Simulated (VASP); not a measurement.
# In3GaAs2 (P4mm) in VASP: single point with PBE

Aim: the single point of In3GaAs2 with PBE.

All numbers are computed with VASP 6.6.1; they aren't measurements. Logs are shortened: lines on timing, memory, paths and dates and some standing lists are left out, and cuts for length are marked.

### Step 1. The cell of the first run

The structure is tetragonal, space group P4mm (No. 99). The conventional cell has a = 4.457 Å, b = 4.457 Å, c = 8.623 Å, α = 90.00°, β = 90.00°, γ = 90.00°. In (site symmetry 4mm) has 4 In at 2.30 Å within 3.0 Å. In (site symmetry 2mm) has 2 Ga at 2.26 Å and 2 In at 2.30 Å within 3.0 Å. Ga (site symmetry 4mm) has 4 In at 2.26 Å within 3.0 Å. As (site symmetry 4mm) has 1 Ga at 3.13 Å and 4 As at 3.72 Å within 4.1 Å. As (site symmetry 4mm) has 5 In at 3.72 to 3.85 Å and 8 As at 3.72 to 4.46 Å and 4 Ga at 4.72 Å within 4.9 Å.

### Step 2. Single point, PBE

INCAR reads:

```
ALGO = Normal
EDIFF = 1E-7
ENCUT = 520
GGA = PE
ISIF = 2
ISMEAR = 0
LASPH = True
LCHARG = False
LREAL = False
LWAVE = False
NBANDS = 40
NELM = 80
PREC = Accurate
SIGMA = 0.1
```

KPOINTS reads:

```
k-points
0
Gamma
  4 4 2
```

POSCAR reads:

```
In3GaAs2
1.0
    4.4569517900      0.0000000000      0.0000000000
    0.0000000000      4.4569517900      0.0000000000
    0.0000000000      0.0000000000      8.6229476600
In Ga As
3 1 2
Direct
    0.5000000000      0.5000000000      0.2738273600
    0.5000000000      0.0000000000      0.3404010000
    0.0000000000      0.5000000000      0.3404010000
    0.0000000000      0.0000000000      0.2981456300
    0.0000000000      0.0000000000      0.9349847000
    0.5000000000      0.5000000000      0.7049669800
```

Potentials or basis: VASP PAW PBE potentials, release 64 (In_d, Ga_d, As).

The run is started by

```
> cat potpaw_PBE.64/In_d/POTCAR potpaw_PBE.64/Ga_d/POTCAR potpaw_PBE.64/As/POTCAR > POTCAR
> mpirun -np 1 vasp_std > vasp.out
```

OUTCAR:

```text
EDIFF = 1E-7
   ENCUT = 520
   GGA = PE
   ISIF = 2
   ISMEAR = 0
   LASPH = True
   LREAL = False
   NELM = 80
   PREC = Accurate

 ion  position               nearest neighbor table
   1  0.500  0.500  0.274-   2 2.30   3 2.30   2 2.30   3 2.30   4 3.16   4 3.16   4 3.16   4 3.16

   2  0.500  0.000  0.340-   4 2.26   4 2.26   1 2.30   1 2.30   3 3.15   3 3.15   3 3.15   3 3.15

   3  0.000  0.500  0.340-   4 2.26   4 2.26   1 2.30   1 2.30   2 3.15   2 3.15   2 3.15   2 3.15

   4  0.000  0.000  0.298-   2 2.26   3 2.26   3 2.26   2 2.26   1 3.16   1 3.16   1 3.16   1 3.16

   5  0.000  0.000  0.935-
   6  0.500  0.500  0.705-

  LATTYP: Found a simple tetragonal cell.
 ALAT       =     4.4569517900
 C/A-ratio  =     1.9347186297

  Lattice vectors:

 A1 = (   4.4569517900,   0.0000000000,   0.0000000000)
 A2 = (   0.0000000000,   4.4569517900,   0.0000000000)
 A3 = (   0.0000000000,   0.0000000000,   8.6229476600)

Analysis of symmetry for initial positions (statically):
=====================================================================
 Subroutine PRICEL returns:
 Original cell was already a primitive cell.

 Routine SETGRP: Setting up the symmetry group for a
 simple tetragonal supercell.

 Subroutine GETGRP returns: Found  8 space group operations
 (whereof  8 operations were pure point group operations)
 out of a pool of 16 trial point group operations.

The static configuration has the point symmetry C_4v.

Analysis of symmetry for dynamics (positions and initial velocities):
=====================================================================
 Subroutine PRICEL returns:
 Original cell was already a primitive cell.

 Routine SETGRP: Setting up the symmetry group for a
 simple tetragonal supercell.

 Subroutine GETGRP returns: Found  8 space group operations
 (whereof  8 operations were pure point group operations)
 out of a pool of 16 trial point group operations.

The dynamic configuration has the point symmetry C_4v.

 Subroutine INISYM returns: Found  8 space group operations
 (whereof  8 operations are pure point group operations),
 and found     1 'primitive' translations

----------------------------------------------------------------------------------------

                                     Primitive cell

  volume of cell :     171.2898

  direct lattice vectors                    reciprocal lattice vectors
     4.456951790  0.000000000  0.000000000     0.224368593  0.000000000  0.000000000
     0.000000000  4.456951790  0.000000000     0.000000000  0.224368593  0.000000000
     0.000000000  0.000000000  8.622947660     0.000000000  0.000000000  0.115969624

  length of vectors
     4.456951790  4.456951790  8.622947660     0.224368593  0.224368593  0.115969624

  position of ions in fractional coordinates (direct lattice)
     0.500000000  0.500000000  0.273827360
     0.500000000  0.000000000  0.340401000
     0.000000000  0.500000000  0.340401000
     0.000000000  0.000000000  0.298145630
     0.000000000  0.000000000  0.934984700
     0.500000000  0.500000000  0.704966980

  ion indices of the primitive-cell ions
   primitive index   ion index
                 1           1
                 2           2
                 3           3
                 4           4
                 5           5
                 6           6

----------------------------------------------------------------------------------------

 KPOINTS: k-points

Automatic generation of k-mesh.
 Grid dimensions read from file:
 generate k-points for:    4    4    2

 Generating k-lattice:

  Cartesian coordinates                     Fractional coordinates (reciprocal lattice)
     0.056092148  0.000000000  0.000000000     0.250000000  0.000000000  0.000000000
     0.000000000  0.056092148  0.000000000     0.000000000  0.250000000  0.000000000
     0.000000000  0.000000000  0.057984812     0.000000000  0.000000000  0.500000000

  Length of vectors
     0.056092148  0.056092148  0.057984812

  Shift w.r.t. Gamma in fractional coordinates (k-lattice)
     0.000000000  0.000000000  0.000000000

 Subroutine IBZKPT returns following result:
 ===========================================

 Found     12 irreducible k-points:

 Following reciprocal coordinates:
            Coordinates               Weight
  0.000000  0.000000  0.000000      1.000000
  0.250000  0.000000  0.000000      4.000000
  0.500000  0.000000  0.000000      2.000000
  0.250000  0.250000  0.000000      4.000000
  0.500000  0.250000  0.000000      4.000000
  0.500000  0.500000  0.000000      1.000000
  0.000000  0.000000  0.500000      1.000000
  0.250000  0.000000  0.500000      4.000000
  0.500000  0.000000  0.500000      2.000000
  0.250000  0.250000  0.500000      4.000000
  0.500000  0.250000  0.500000      4.000000
  0.500000  0.500000  0.500000      1.000000
   k-points           NKPTS =     12   k-points in BZ     NKDIM =     12   number of bands    NBANDS=     40
   number of dos      NEDOS =    301   number of ions     NIONS =      6
   total plane-waves  NPLWV =  82944
   dimension x,y,z NGX =    36 NGY =   36 NGZ =   64
   dimension x,y,z NGXF=    72 NGYF=   72 NGZF=  128
   ions per type =               3   1   2
   NGX,Y,Z   is equivalent  to a cutoff of  13.43, 13.43, 12.34 a.u.
   NGXF,Y,Z  is equivalent  to a cutoff of  26.86, 26.86, 24.68 a.u.
 SYSTEM =  unknown system
   PREC   = accura    normal or accurate (medium, high low for compatibility)
   ISTART =      0    job   : 0-new  1-cont  2-samecut
   ICHARG =      2    charge: 1-file 2-atom 10-const
   ISPIN  =      1    spin polarized calculation?
   LNONCOLLINEAR =      F non collinear calculations
   LSORBIT =      F    spin-orbit coupling
   LASPH  =      T    aspherical Exc in radial PAW
   ENCUT  =  520.0 eV  38.22 Ry    6.18 a.u.   8.29  8.29 16.03*2*pi/ulx,y,z
   NELM   =     80;   NELMIN=  2; NELMDL= -5     # of ELM steps
   EDIFF  = 0.1E-06   stopping-criterion for ELM
   LREAL  =      F    real-space projection
   EDIFFG = 0.1E-05   stopping-criterion for IOM
   NSW    =      0    number of steps for IOM
   IBRION =     -1    ionic relax: 0-MD 1-quasi-New 2-CG
   NFREE  =      0    steps in history (QN), initial steepest desc. (CG)
   ISIF   =      2    stress and relaxation
   ISYM   =      2    0-nonsym 1-usesym 2-fastsym
   POTIM  = 0.5000    time-step for ionic-motion
   TEBEG  =    0.0;   TEEND  =   0.0 temperature during run
   PSTRESS=    0.0 pullay stress
   NELECT =      62.0000    total number of electrons
   NUPDOWN=      -1.0000    fix difference up-down
   EMIN   =  10.00;   EMAX   =-10.00  energy-range for DOS
   EFERMI =   0.00;   METHOD = LEGACY
   ISMEAR =     0;   SIGMA  =   0.10  broadening in eV -4-tet -1-fermi 0-gaus
   EFERMI_NEDOS =   21; number of points for ismear=-14 and -15
   IALGO  =     38    algorithm
   IMIX   =      4    mixing-type and parameters
     AMIX     =   0.40;   BMIX     =  1.00
     AMIX_MAG =   1.60;   BMIX_MAG =  1.00
  volume/ion in A,a.u.               =      28.55       192.65
  Fermi-wavevector in a.u.,A,eV,Ry     =   1.166706  2.204755 18.520297  1.361203
  Thomas-Fermi vector in A             =   2.303216
   LORBIT       =      0    0 simple, 1 ext, 2 COOP (PROOUT), +10 PAW based schemes
   GGA     = PE    functional components
   LHFCALC =     F    Hartree Fock is set to
   AEXX    =    0.0000 exact exchange contribution
   IVDW    =     0    specifies the selected vdW correction
   LEPSILON=     F    determine dielectric tensor
   LRPA    =     F    only Hartree local field effects (RPA)
 non-spin polarized calculation
 Gauss-broadening in eV      SIGMA  =   0.10
  energy-cutoff  :      520.00
  volume of cell :      171.29
 maximum number of plane-waves:      4648
 NGX is ok and might be reduce to    36
   NGX = 17   NGY = 17   NGZ = 33

 number of electron      62.0000004 magnetization

 Free energy of the ion-electron system (eV)
  ---------------------------------------------------
  ext. energy  EPLUGINS =         0.00000000
  ---------------------------------------------------
  free energy    TOTEN  =        -3.77943923 eV

  energy without entropy =       -3.74137949  energy(sigma->0) =       -3.76040936

 E-fermi :   4.3660     XC(G=0):  -8.9444

 val. band max:        4.3548960509   @ k =   0.5000   0.2500   0.5000
 cond. band min:       4.4083702956   @ k =   0.2500   0.0000   0.0000
 fundamental gap:      0.0534742447
 Fermi energy:         4.3659558261

 k-point     1 :       0.0000    0.0000    0.0000
  band No.  band energies     occupation
      1     -14.5292      2.00000
      2     -14.2024      2.00000
      3     -13.6904      2.00000
      4     -13.3349      2.00000
      5     -13.3056      2.00000
      6     -12.7059      2.00000
[... 32 lines left out ...]
     39       8.9404      0.00000
     40      10.3242      0.00000

 k-point     2 :       0.2500    0.0000    0.0000
  band No.  band energies     occupation
      1     -14.4134      2.00000
      2     -13.9638      2.00000
      3     -13.7078      2.00000
      4     -13.3851      2.00000
      5     -13.1412      2.00000
      6     -12.6822      2.00000
[... 32 lines left out ...]
     39       9.5013      0.00000
     40      10.3852      0.00000

 k-point     3 :       0.5000    0.0000    0.0000
  band No.  band energies     occupation
      1     -14.2279      2.00000
      2     -13.7585      2.00000
      3     -13.4715      2.00000
      4     -13.2386      2.00000
      5     -13.2134      2.00000
      6     -13.1183      2.00000
[... 32 lines left out ...]
     39      10.6415      0.00000
     40      10.7293      0.00000

 k-point     4 :       0.2500    0.2500    0.0000
  band No.  band energies     occupation
      1     -14.2868      2.00000
      2     -13.7943      2.00000
      3     -13.6527      2.00000
      4     -13.2963      2.00000
      5     -13.1692      2.00000
      6     -12.7378      2.00000
[... 32 lines left out ...]
     39       8.8845      0.00000
     40      10.2722      0.00000

 k-point     5 :       0.5000    0.2500    0.0000
  band No.  band energies     occupation
      1     -14.0808      2.00000
      2     -13.6459      2.00000
      3     -13.3436      2.00000
      4     -13.3299      2.00000
      5     -13.1667      2.00000
      6     -13.1028      2.00000
[... 32 lines left out ...]
     39       9.9124      0.00000
     40      10.7251      0.00000

 k-point     6 :       0.5000    0.5000    0.0000
  band No.  band energies     occupation
      1     -13.6245      2.00000
      2     -13.5669      2.00000
      3     -13.5669      2.00000
      4     -13.3356      2.00000
      5     -13.0960      2.00000
      6     -12.9496      2.00000
[... 32 lines left out ...]
     39      10.8778      0.00000
     40      10.8778      0.00000

 k-point     7 :       0.0000    0.0000    0.5000
  band No.  band energies     occupation
      1     -14.5292      2.00000
      2     -14.2024      2.00000
      3     -13.6905      2.00000
      4     -13.3349      2.00000
      5     -13.3056      2.00000
      6     -12.7059      2.00000
[... 32 lines left out ...]
     39      10.1048      0.00000
     40      10.1054      0.00000

 k-point     8 :       0.2500    0.0000    0.5000
  band No.  band energies     occupation
      1     -14.4134      2.00000
      2     -13.9638      2.00000
      3     -13.7078      2.00000
      4     -13.3851      2.00000
      5     -13.1412      2.00000
      6     -12.6822      2.00000
[... 32 lines left out ...]
     39      10.1306      0.00000
     40      10.4500      0.00000

 k-point     9 :       0.5000    0.0000    0.5000
  band No.  band energies     occupation
      1     -14.2279      2.00000
      2     -13.7585      2.00000
      3     -13.4715      2.00000
      4     -13.2386      2.00000
      5     -13.2134      2.00000
      6     -13.1183      2.00000
[... 32 lines left out ...]
     39      10.0410      0.00000
     40      10.9615      0.00000

 k-point    10 :       0.2500    0.2500    0.5000
  band No.  band energies     occupation
      1     -14.2869      2.00000
      2     -13.7943      2.00000
      3     -13.6527      2.00000
      4     -13.2963      2.00000
      5     -13.1692      2.00000
      6     -12.7378      2.00000
[... 32 lines left out ...]
     39       9.0120      0.00000
     40      10.7350      0.00000

 k-point    11 :       0.5000    0.2500    0.5000
  band No.  band energies     occupation
      1     -14.0808      2.00000
      2     -13.6459      2.00000
      3     -13.3436      2.00000
      4     -13.3299      2.00000
      5     -13.1667      2.00000
      6     -13.1028      2.00000
[... 32 lines left out ...]
     39      10.8148      0.00000
     40      11.0154      0.00000

 k-point    12 :       0.5000    0.5000    0.5000
  band No.  band energies     occupation
      1     -13.6245      2.00000
      2     -13.5670      2.00000
      3     -13.5670      2.00000
      4     -13.3356      2.00000
      5     -13.0960      2.00000
      6     -12.9496      2.00000
[... 32 lines left out ...]
     39      11.2849      0.00000
     40      11.7977      0.00000

------------------------ aborting loop because EDIFF is reached ----------------------------------------

  FORCE on cell =-STRESS in cart. coord.  units (eV):
  Direction    XX          YY          ZZ          XY          YZ          ZX
  --------------------------------------------------------------------------------------
  -------------------------------------------------------------------------------------
  Total       52.0072272     52.0072272     -4.6948077      0.0000000      0.0000000     -0.0000000
  in kB      486.4549861    486.4549861    -43.9133699      0.0000000      0.0000000     -0.0000000
  external PRESSURE =     309.6655341 kB  Pullay stress =       0.0000000 kB

 VOLUME and BASIS-vectors are now :
 -----------------------------------------------------------------------------
  energy-cutoff  :      520.00
  volume of cell :      171.29
      direct lattice vectors                 reciprocal lattice vectors
     4.456951790  0.000000000  0.000000000     0.224368593  0.000000000  0.000000000
     0.000000000  4.456951790  0.000000000     0.000000000  0.224368593  0.000000000
     0.000000000  0.000000000  8.622947660     0.000000000  0.000000000  0.115969624

 POSITION                                       TOTAL-FORCE (eV/Angst)
 -----------------------------------------------------------------------------------
      2.22848      2.22848      2.36120         0.000000      0.000000     -6.708362
      2.22848      0.00000      2.93526         0.000000     -0.000000      5.164958
      0.00000      2.22848      2.93526         0.000000     -0.000000      5.164958
      0.00000      0.00000      2.57089         0.000000     -0.000000     -3.736390
      0.00000      0.00000      8.06232         0.000000     -0.000000     -0.425998
      2.22848      2.22848      6.07889         0.000000      0.000000      0.540833
 -----------------------------------------------------------------------------------
    total drift:                                0.000000      0.000000     -0.000593

  FREE ENERGIE OF THE ION-ELECTRON SYSTEM (eV)
  ---------------------------------------------------
  free  energy   TOTEN  =        -3.7794392255 eV

  energy  without entropy=       -3.7413794860  energy(sigma->0) =       -3.76040936
```

Run time: 4.1 min. Hardware: 1 thread of AMD EPYC 7R13, shared host; peak memory 0.29 GiB.

Results:

| Quantity | Value |
| --- | --- |
| Free energy | -3.7794 eV |
| Pressure | 31.0 GPa |
| Largest force | 6.708 eV/Å |
| Band gap on the k mesh | zero (band 31 reaches 4.57 eV, above the bottom of band 32 at 3.45 eV) |

Forces on the atoms (eV/Å):
```
In   0.000  0.000 -6.708
In   0.000  0.000  5.165
In   0.000  0.000  5.165
Ga   0.000  0.000 -3.736
As   0.000  0.000 -0.426
As   0.000  0.000  0.541
```

Stress tensor (GPa, compression positive):
```
48.65  0.00  0.00
 0.00 48.65  0.00
 0.00  0.00 -4.39
```

Caveat: the k points lie up to 0.36 Å⁻¹ apart; spin-orbit coupling is left out, which moves the levels of the heavy elements; forces of over 1 eV/Å act on the atoms, so gaps and moduli don't describe the material at rest.
